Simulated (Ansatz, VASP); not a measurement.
# One calculation of Co, two programs

INCAR

```
SYSTEM = Co
ALGO = Normal
EDIFF = 1E-6
EDIFFG = -0.01
ENCUT = 600
GGA = PS
IBRION = 2
ISIF = 3
ISMEAR = 0
ISPIN = 2
LASPH = .True.
LCHARG = .False.
LMAXMIX = 4
LORBIT = 11
LREAL = .False.
LWAVE = .False.
MAGMOM = 1.83 1.83
NELM = 150
NSW = 80
PREC = Accurate
SIGMA = 0.1
```

File KPOINTS:

```
k-points
0
Gamma
  14 14 14
  0 0 0
```

POSCAR

```
Co
1.0
    0.0000000000      2.4938863261      2.4938863261
    2.4938863261      0.0000000000      2.4938863261
    2.4938863261      2.4938863261      0.0000000000
Co
2
Direct
    0.0000000000      0.0000000000      0.0000000000
    0.2500000000      0.2500000000      0.2500000000
```

Input for Ansatz:

```yaml
crystal:
  lattice:
    - [0.0, 2.4938863261, 2.4938863261]
    - [2.4938863261, 0.0, 2.4938863261]
    - [2.4938863261, 2.4938863261, 0.0]
  atoms:
    - { symbol: Co, position: [0.0, 0.0, 0.0], spin: 1.83 }
    - { symbol: Co, position: [0.25, 0.25, 0.25], spin: 1.83 }
basis:
  ecutwfc: 420
kpoints:
  mp_grid: { grid: [14, 14, 14] }
hamiltonian:
  xc: pbesol
scf:
  occupations: { method: gaussian, width: 0.1 }
output:
  forces: true
  stress: true
  eigenvalues: true
  populations: true
magnetization:
  spin_polarized: true
relax:
  adjacent_minimum: "off"
  f_tol: 0.01
  max_steps: 60
  cell: { stress_tol: 0.1 }
```

Alike in both runs: task relaxation of cell and atoms; functional PBEsol; k mesh 14 × 14 × 14; occupations gaussian, width 0.1 eV; collinear spin.

|  | VASP | Ansatz |
| --- | --- | --- |
| version | VASP 6.6.1 | Ansatz 0.2.0 |
| potentials or method | VASP PAW PBE potentials, release 64 (Co), cutoff 600 eV | scalar-relativistic, plane waves, PAW |
| valence electrons in the cell | 18 | 34 |

|  | VASP | Ansatz | Ansatz less VASP |
| --- | --- | --- | --- |
| gap on the k mesh at the Fermi level, each at its own relaxed structure (eV) | none | none | - |
| net moment per atom (μB) | 1.67 | 1.69 | +0.013 |
| size of the moment on the site where the two differ most (μB) | 1.66 | 1.68 | +0.029 |
| relaxed volume (Å³/atom) | 15.41 | 15.54 | +0.130 |
| relaxed length of the cell vector where the two differ most in proportion (Å) | 3.519 | 3.529 | +0.0099 |

VASP's potentials were made for PBE, not for PBEsol. Site moments also hang on the region over which each program counts them. A gap of «none» marks a metal or a gap that the smearing closes. VASP's potentials hold 18 valence electrons a cell and Ansatz's 34, so a difference there can come from the potentials and not from the codes.
